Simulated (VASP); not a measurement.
# Ta18N17 (a cell with a defect) in VASP: further runs, part 2 of 2

VASP 6.6.1. The steps go on from the part before.

## 3. Single point, PBEsol

The input, INCAR:

```
SYSTEM = Ta18N17
PREC = Accurate
ENCUT = 520
EDIFF = 1E-6
ISMEAR = 1
SIGMA = 0.1
LREAL = Auto
LASPH = .True.
NELM = 100
ALGO = Normal
ISIF = 2
LWAVE = .False.
LCHARG = .False.
GGA = PS
NBANDS = 164
```

The input, KPOINTS:

```
Automatic mesh
0
Gamma
  2 2 3
  0 0 0
```

The input, POSCAR:

```
Ta18N17
1.0
    7.7675072900      4.4845723700      0.0000000000
   -7.7675072400      4.4845724500      0.0000000000
    0.0000000000      0.0000000000      5.7917586600
Ta N
18 17
Direct
   -0.0038548799     -0.0026565547      0.0001383000
    0.3347434468      0.6647806052      0.0004717047
    0.6643881266      0.3313612125     -0.0027843011
    0.0010755615      0.6672291729      0.2551392568
    0.3182133462      0.3413199891      0.2278601505
    0.6641468263     -0.0034064578      0.2551558321
   -0.0050655850      0.3320434667      0.2474633499
    0.3357089585      0.0074198557      0.2530637214
    0.6605841006      0.6633595126      0.2585385697
    0.0003681543      0.0020632927      0.4997989678
    0.3370724259      0.6609580612      0.5003326572
    0.6789617392      0.3416243045      0.5096358763
    0.0021343070      0.6680664833      0.7537475672
    0.3391542268      0.3398260018      0.7351855024
    0.6633705231     -0.0042155900      0.7545856546
   -0.0026575442      0.3319622920      0.7473405323
    0.3327468060     -0.0026085279      0.7540930582
    0.6708110070      0.6700543979      0.7588095876
    0.1302469914      0.8683344922      0.0050818761
    0.4660644765      0.5334678283     -0.0072408059
    0.7932844002      0.1988719565      0.0013961217
    0.0705754923      0.5351110109      0.0006794137
    0.4017229198      0.2028883475     -0.0033029691
    0.7353416449      0.8661918656      0.0099349789
    0.1221004274      0.2571346120     -0.0164238542
    0.4626984134      0.9268489976      0.0058978632
    0.7963885448      0.5930440339      0.0104142806
    0.1338688614      0.8726286500      0.5025349243
    0.7972350284      0.1964050818      0.5021801098
    0.0735174210      0.5373321163      0.5018919417
    0.4437716242      0.2811244661      0.4521025743
    0.7346483380      0.8646711375      0.5042722205
    0.1322358536      0.2670876116      0.4967306424
    0.4605562911      0.9272350995      0.5031397493
    0.8007441098      0.6012357075      0.5059245683
```

Potentials or basis: VASP PAW PBE potentials, release 64 (Ta_pv, N).

Command:

```bash
cat potpaw_PBE.64/Ta_pv/POTCAR potpaw_PBE.64/N/POTCAR > POTCAR
mpirun -np 1 vasp_std > vasp.out
```

OUTCAR:

```text
SYSTEM = Ta18N17
   PREC = Accurate
   ENCUT = 520
   EDIFF = 1E-6
   ISMEAR = 1
   LREAL = Auto
   LASPH = .True.
   NELM = 100
   ISIF = 2
   GGA = PS

 ion  position               nearest neighbor table
   1  0.996  0.997  0.000-  25 2.02  24 2.03  19 2.04  10 2.89  10 2.90  18 3.24   5 3.27  15 3.30
                            13 3.30   6 3.32   4 3.33   7 3.33  16 3.33  17 3.34   8 3.34   9 3.35
   2  0.335  0.665  0.000-  26 2.04  20 2.04  22 2.05  11 2.90  11 2.90   5 3.12  15 3.28   9 3.29
                            18 3.30   6 3.31  14 3.31  17 3.32  13 3.32   7 3.34  16 3.34   4 3.35
   3  0.664  0.331  0.997-  21 2.03  27 2.03  23 2.04  12 2.83  12 2.97   8 3.28   7 3.30  17 3.30
                            18 3.31  16 3.32  15 3.32  14 3.32  13 3.34   6 3.35   9 3.36   4 3.37
   4  0.001  0.667  0.255-  30 2.14  27 2.14  19 2.15  35 2.15  28 2.16  22 2.17  13 2.89  13 2.90
                             7 2.98   8 3.03   9 3.04  12 3.26  10 3.32   1 3.33   2 3.35  11 3.36
   5  0.318  0.341  0.228-  31 1.96  20 2.07  25 2.08  33 2.13  23 2.20  14 2.86   7 2.86  14 2.94
                             9 2.99   8 3.08   2 3.12  11 3.20   1 3.27  10 3.35   3 3.42
   6  0.664  0.997  0.255-  24 2.13  29 2.13  26 2.15  32 2.15  34 2.16  21 2.17  15 2.89  15 2.90
                             9 2.97   7 2.99   8 3.00  11 3.29  10 3.31   2 3.31   1 3.32   3 3.35
   7  0.995  0.332  0.247-  21 2.14  22 2.14  29 2.15  33 2.16  30 2.18  25 2.20   5 2.86  16 2.90
                            16 2.90   4 2.98   6 2.99  12 3.25   3 3.30  10 3.32   1 3.33   2 3.34
   8  0.336  0.007  0.253-  23 2.14  28 2.15  34 2.16  26 2.17  19 2.17  31 2.43  17 2.89  17 2.90
                             6 3.00   4 3.03   5 3.08   3 3.28  10 3.31   1 3.34  12 3.38   2 3.40
   9  0.661  0.663  0.259-  32 2.13  24 2.15  35 2.16  27 2.17  20 2.18  18 2.90  18 2.90   6 2.97
                             5 2.99   4 3.04  11 3.21   2 3.29  12 3.31  10 3.35   1 3.35   3 3.36
  10  0.000  0.002  0.500-  28 2.04  33 2.06  32 2.06   1 2.89   1 2.90  16 3.30   8 3.31   6 3.31
                             7 3.32   4 3.32  18 3.32  14 3.33  15 3.34  17 3.34  13 3.34   5 3.35
  11  0.337  0.661  0.500-  30 2.05  34 2.07   2 2.90   2 2.90  14 3.19   5 3.20   9 3.21   6 3.29
                            15 3.31  18 3.31  16 3.32   7 3.35   4 3.36  13 3.37  17 3.37   8 3.43
  12  0.679  0.342  0.510-  31 1.93  35 2.02  29 2.05   3 2.83   3 2.97  16 3.21  13 3.24   7 3.25
                             4 3.26   9 3.31  14 3.31  18 3.31  15 3.35   6 3.37   8 3.38  17 3.40
  13  0.002  0.668  0.754-  22 2.14  35 2.14  19 2.15  30 2.16  28 2.17  27 2.20   4 2.89   4 2.90
                            17 2.96  18 2.98  16 2.99  12 3.24   1 3.30   2 3.32   3 3.34  10 3.34
  14  0.339  0.340  0.735-  31 2.08  20 2.14  33 2.14  23 2.19  25 2.23   5 2.86   5 2.94  18 2.97
[... 256 lines left out ...]
  ---------------------------------------------------
  free energy    TOTEN  =      -414.16344928 eV

  energy without entropy =     -414.15467814  energy(sigma->0) =     -414.16052557

 E-fermi :   8.0311     XC(G=0): -13.1344

 val. band max:        8.0203781818   @ k =   0.5000   0.5000   0.3333
 cond. band min:       8.0355239616   @ k =   0.5000   0.0000   0.3333
 fundamental gap:      0.0151457798
 Fermi energy:         8.0311255020

 k-point     1 :       0.0000    0.0000    0.0000
  band No.  band energies     occupation
      1     -28.4068      2.00000
      2     -28.3610      2.00000
      3     -28.3211      2.00000
      4     -28.2272      2.00000
      5     -28.1096      2.00000
      6     -28.0793      2.00000
[... 1237 lines left out ...]
    152       9.3153     -0.00000
    153       9.4096     -0.00000
 [bands above 153 left out]

------------------------ aborting loop because EDIFF is reached ----------------------------------------

  FORCE on cell =-STRESS in cart. coord.  units (eV):
  Direction    XX          YY          ZZ          XY          YZ          ZX
  --------------------------------------------------------------------------------------
  -------------------------------------------------------------------------------------
  Total        1.6036510     -1.2013987      8.6401822      3.2788053      2.4613514      3.7592426
  in kB        6.3676220     -4.7703977     34.3075989     13.0191625      9.7732957     14.9268363
  external PRESSURE =      11.9682744 kB  Pullay stress =       0.0000000 kB

 VOLUME and BASIS-vectors are now :
 -----------------------------------------------------------------------------
  energy-cutoff  :      520.00
  volume of cell :      403.50
      direct lattice vectors                 reciprocal lattice vectors
     7.767507290  4.484572370  0.000000000     0.064370716  0.111493349  0.000000000
    -7.767507240  4.484572450  0.000000000    -0.064370715  0.111493350  0.000000000
     0.000000000  0.000000000  5.791758660     0.000000000  0.000000000  0.172659128

 POSITION                                       TOTAL-FORCE (eV/Angst)
 -----------------------------------------------------------------------------------
     -0.00931      8.93994      0.00080        -0.042730      0.071906      0.024589
     -2.56357      4.48244      0.00273        -0.045808      0.049823     -0.022000
      2.58679      4.46551      5.77563        -0.028929      0.234649     -0.087200
     -5.17435      2.99706      1.47771         0.010554      0.134954     -0.058341
     -0.17948      2.95772      1.31971         0.283875      0.417920      0.106565
     -2.58228      7.44771      1.47780        -0.060155      0.033645     -0.022985
[... 27 lines left out ...]
     -3.62493      6.22365      2.91406        -0.050235      0.030812     -0.004120
      1.54968      6.28728      2.93019        -0.125032      0.040479     -0.173203
 -----------------------------------------------------------------------------------
    total drift:                               -0.004818      0.001082      0.001035

  FREE ENERGIE OF THE ION-ELECTRON SYSTEM (eV)
  ---------------------------------------------------
  free  energy   TOTEN  =      -414.1634492813 eV

  energy  without entropy=     -414.1546781355  energy(sigma->0) =     -414.16052557
```

stdout:

```text
POSCAR found type information on POSCAR TaN
 POSCAR found :  2 types and      35 ions
 scaLAPACK will be used
 -----------------------------------------------------------------------------
|                                                                             |
|                                                                             |
|     You enforced a specific xc type in the INCAR file but a different       |
|     I HOPE YOU KNOW WHAT YOU ARE DOING!                                     |
|                                                                             |
 -----------------------------------------------------------------------------

 LDA part: xc-table for (Slater+PW92), standard interpolation
 POSCAR, INCAR and KPOINTS ok, starting setup
 FFT: planning ... GRIDC
 FFT: planning ... GRID_SOFT
 FFT: planning ... GRID
 WAVECAR not read
 entering main loop
```

Wall time 33 min (1 thread of Intel Xeon Platinum 8259CL at 2.50GHz (Skylake/Cascade Lake), shared host); peak memory 0.72 GiB.

What came out:

```yaml
Free_energy: -414.1634 eV
Pressure: 1.2 GPa
Largest_force: 4.383 eV/Å
Band_gap_on_the_k_mesh: zero (an odd number of electrons rules out a gap without spin polarisation)
```

Forces in eV/Å, atoms in the order of the input:
```
Ta  -0.043  0.072  0.025
Ta  -0.046  0.050 -0.022
Ta  -0.029  0.235 -0.087
Ta   0.011  0.135 -0.058
Ta   0.284  0.418  0.107
Ta  -0.060  0.034 -0.023
Ta   0.046  0.079  0.006
Ta  -0.191  0.309 -0.087
Ta  -0.014  0.395 -0.262
Ta  -0.139 -0.029  0.035
Ta   0.136 -0.021 -0.119
Ta  -0.117  0.269 -0.490
Ta  -0.006  0.082 -0.049
Ta  -0.552  0.030  0.227
Ta  -0.062  0.045 -0.054
Ta  -0.049  0.008  0.056
Ta  -0.089  0.149 -0.098
Ta  -0.007 -0.002 -0.104
N    0.011  0.154 -0.014
N   -0.083  0.163  0.044
N   -0.016  0.051 -0.034
N   -0.001  0.039 -0.013
N   -0.070  0.227 -0.153
N   -0.082  0.055 -0.074
N    0.063  0.199  0.214
N   -0.124  0.038 -0.078
N   -0.030  0.243 -0.159
N   -0.117  0.146 -0.023
N   -0.127  0.056 -0.018
N   -0.010  0.059 -0.013
N    1.779 -3.691  1.556
N   -0.085 -0.011 -0.028
N   -0.005 -0.055 -0.033
N   -0.050  0.031 -0.004
N   -0.125  0.040 -0.173
```

Caveat: the k points lie up to 0.40 Å⁻¹ apart, too coarse for converged energies and pressures of a metal; the PAW data sets were made with another functional, which shifts forces and pressure a little; spin-orbit coupling is left out, which moves the levels of the heavy elements.

## 4. Single point, PBEsol

The input, INCAR:

```
SYSTEM = Ta18N17
ALGO     = Normal         ! electronic algorithm
EDIFF    = 1E-7           ! SCF threshold, eV
ENCUT    = 520            ! plane-wave cutoff, eV
GGA      = PS             ! functional
ISIF     = 2              ! what is computed and relaxed
ISMEAR   = 1              ! smearing method
LASPH    = .True.         ! aspherical terms in the spheres
LCHARG   = .False.        ! write CHGCAR
LREAL    = Auto         
LWAVE    = .False.        ! write WAVECAR
NBANDS   = 164            ! bands
NELM     = 100            ! most SCF steps
PREC     = Accurate       ! precision mode
SIGMA    = 0.1            ! smearing width, eV
```

The input, KPOINTS:

```
k-points
0
Gamma
  2 2 3
  0 0 0
```

The input, POSCAR:

```
Ta18N17
1.0
    7.7675072900      4.4845723700      0.0000000000
   -7.7675072400      4.4845724500      0.0000000000
    0.0000000000      0.0000000000      5.7917586600
Ta N
18 17
Direct
   -0.0043546366     -0.0023434379     -0.0006191556
    0.3345815958      0.6655494260      0.0011101982
    0.6607343265      0.3289132045     -0.0001232786
   -0.0010983857      0.6671023433      0.2568857039
    0.3077167025      0.3392600288      0.2247393368
    0.6645132107     -0.0024378209      0.2558904967
   -0.0065087611      0.3333408094      0.2473490496
    0.3325042551      0.0019048872      0.2560895726
    0.6533589926      0.6578155102      0.2663778121
    0.0027653508      0.0035578830      0.4988441628
    0.3369728717      0.6645308563      0.5036806903
    0.6764766691      0.3373865486      0.5241226678
    0.0010635370      0.6687481415      0.7551019054
    0.3447361507      0.3360172682      0.7285980386
    0.6635459215     -0.0035594711      0.7560461782
   -0.0020657101      0.3337321101      0.7456885298
    0.3316091746     -0.0034322876      0.7564070358
    0.6707331989      0.6718155325      0.7610710768
    0.1279070963      0.8678643089      0.0056069325
    0.4647006735      0.5319860981     -0.0084178231
    0.7928748657      0.1999290444      0.0023571424
    0.0701699946      0.5365620933      0.0011193491
    0.3983609913      0.2002822599      0.0009862289
    0.7353957888      0.8663939334      0.0120341686
    0.1180500768      0.2563958772     -0.0226680716
    0.4636586091      0.9272006326      0.0081562445
    0.7927807271      0.5907694625      0.0148431599
    0.1328917031      0.8708996417      0.5031518354
    0.7978873805      0.1960254426      0.5026364479
    0.0730388746      0.5384408230      0.5021618080
    0.4933814673      0.3705535193      0.4076625320
    0.7360663272      0.8661479616      0.5051410412
    0.1336563274      0.2701850713      0.4977039219
    0.4608165352      0.9282215740      0.5031741084
    0.8017508221      0.6017317025      0.5108622741
```

Command:

```bash
cat potpaw_PBE.64/Ta_pv/POTCAR potpaw_PBE.64/N/POTCAR > POTCAR
mpirun -np 1 vasp_std > vasp.out
```

Wall time 38 min (1 thread of Oxide Virtual Turin-like, shared host); peak memory 0.69 GiB.

It converged, with:

```yaml
Free_energy: -412.4014 eV
Pressure: 2.6 GPa
Largest_force: 0.081 eV/Å
Band_gap_on_the_k_mesh: zero (an odd number of electrons rules out a gap without spin polarisation)
```

Forces on the atoms (eV/Å):
```
Ta   0.010 -0.004 -0.007
Ta  -0.007 -0.012  0.005
Ta   0.008  0.005  0.008
Ta   0.001  0.003  0.002
Ta  -0.027  0.004 -0.040
Ta  -0.003 -0.002  0.001
Ta   0.010  0.000 -0.002
Ta   0.003  0.020  0.022
Ta  -0.023  0.004 -0.002
Ta  -0.019  0.003  0.004
Ta   0.059  0.000 -0.015
Ta   0.032  0.001  0.005
Ta   0.001  0.002 -0.001
Ta  -0.038  0.024  0.009
Ta   0.002 -0.003 -0.003
Ta  -0.021 -0.001 -0.002
Ta  -0.014  0.026 -0.027
Ta  -0.006 -0.026 -0.023
N    0.009  0.009  0.007
N    0.008  0.000  0.006
N    0.002 -0.002 -0.007
N   -0.001 -0.003  0.005
N   -0.018 -0.003  0.000
N    0.001 -0.011  0.007
N   -0.011 -0.017 -0.009
N   -0.014  0.006  0.001
N   -0.009  0.013 -0.009
N    0.003  0.006  0.002
N    0.019 -0.009 -0.003
N    0.003  0.006 -0.002
N    0.051 -0.014  0.062
N    0.000 -0.004  0.001
N    0.004 -0.012  0.008
N   -0.003 -0.001  0.005
N   -0.010 -0.008 -0.005
```

Stress tensor (GPa, compression positive):
```
3.05 1.58 2.81
1.58 0.11 3.59
2.81 3.59 4.60
```

Levels at points of the mesh, in eV from the Fermi level:
| k point | band 137 | band 138 | band 139 | band 140 | band 141 | band 142 | band 143 | band 144 | band 145 | band 146 |
| --- | --- | --- | --- | --- | --- | --- | --- | --- | --- | --- |
| (0.00, 0.00, 0.00) | -1.49 | -1.35 | -1.02 | -0.53 | -0.25 | -0.18 | 0.14 | 0.58 | 0.86 | 0.87 |
| (0.50, 0.00, 0.00) | -1.27 | -1.02 | -0.81 | -0.26 | -0.16 | 0.10 | 0.40 | 0.62 | 0.69 | 0.96 |
| (0.00, 0.50, 0.00) | -1.39 | -0.82 | -0.55 | -0.45 | -0.22 | 0.05 | 0.45 | 0.54 | 0.76 | 0.89 |
| (0.50, 0.50, 0.00) | -1.36 | -1.09 | -0.89 | -0.40 | -0.18 | 0.12 | 0.37 | 0.60 | 0.89 | 0.93 |

Caveat: the k points lie up to 0.40 Å⁻¹ apart, too coarse for converged energies and pressures of a metal; the PAW data sets were made with another functional, which shifts forces and pressure a little; spin-orbit coupling is left out, which moves the levels of the heavy elements.

## 5. The runs side by side

```csv
cell,gap on the mesh (eV),pressure (GPa),largest force (eV/Å)
"as given, atomic positions A",none,0.3,3.88
"as given, atomic positions B",none,1.2,4.38
"as given, atomic positions C",none,2.6,0.08
```

Alike in all rows: task single point; level PBEsol; potentials or basis VASP PAW PBE potentials, release 64 (Ta_pv, N); no spin polarisation; k mesh 2 × 2 × 3; cutoff (eV) 520; smearing methfessel-paxton 0.1 eV.

Caveats: all runs use coarse meshes; the PAW data sets were made with another functional, which shifts forces and pressure a little; spin-orbit coupling is left out, which moves the levels of the heavy elements.

Absolute energies hang on the potentials; compare differences alone.

The gap in the log of VASP goes by the Fermi energy; the results here count the filled bands.